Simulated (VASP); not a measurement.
Wanted: the native input for a VASP 6.6.1 run.

- Task: single point
- Functional: LDA
- Potentials or basis: VASP PAW LDA potentials, release 64 (Ni_sv_GW, Si)
- Cutoff: 690 eV
- k mesh: 9 × 8 × 6
- Occupations: fermi-dirac, width 0.05 eV
- Spin: collinear spin, ferromagnetic start
- Starting moments: [1.0, 1.0, 0.0, 0.0] μB
- Dipole correction: no
- Further INCAR settings: ALGO = Normal; EDIFF = 1e-06; NBANDS = 34

The structure of SiNi lies in POSCAR:

```
SiNi
1.0
    2.9230199262      0.0000000000      0.0000000000
    0.0000000000      3.2583092690      0.0000000000
    0.0000000000      0.0000000000      4.6460535540
Ni Si
2 2
Direct
    0.5000000000      0.5000000000      0.3424955900
    0.0000000000      0.0000000000      0.6575044100
    0.5000000000      0.5000000000      0.8431431600
    0.0000000000      0.0000000000      0.1568568400
```

These files were run (other wordings do the same):

INCAR

```
SYSTEM = SiNi
  PREC = Accurate
  ENCUT = 690
  EDIFF = 1E-6
  ISMEAR = -1
  SIGMA = 0.05
  LREAL = .False.
  LASPH = .True.
  NELM = 200
  ALGO = Normal
  ISIF = 2
  LWAVE = .False.
  LCHARG = .False.
  ISPIN = 2
  MAGMOM = 1 1 0 0
  LORBIT = 11
  LMAXMIX = 4
  GGA = CA
  NBANDS = 34
  GGA_COMPAT = .False.
```

KPOINTS

```
regular mesh
0
Gamma
  9 8 6
  0 0 0
```

Potentials or basis: VASP PAW LDA potentials, release 64 (Ni_sv_GW, Si).

Launch:

```bash
$ cat potpaw_LDA.64/Ni_sv_GW/POTCAR potpaw_LDA.64/Si/POTCAR > POTCAR
$ mpirun -np 1 vasp_std > vasp.out
```

Results of the run:

```yaml
Pressure: -1.2 GPa
Largest_force: 0.188 eV/Å
Band_gap_on_the_k_mesh: zero (filled and empty bands overlap)
Net_moment: 0.00 μB per cell
Valence_electrons_inside_the_program's_atomic_spheres: Ni 16.54; Si 1.64
```

Caveat: the moments typed at the start vanished in this run.

Run time: 7.9 min on 1 thread of Intel(R) Xeon(R) Platinum 8488C (Sapphire Rapids) (shared host), peak memory 0.43 GiB.
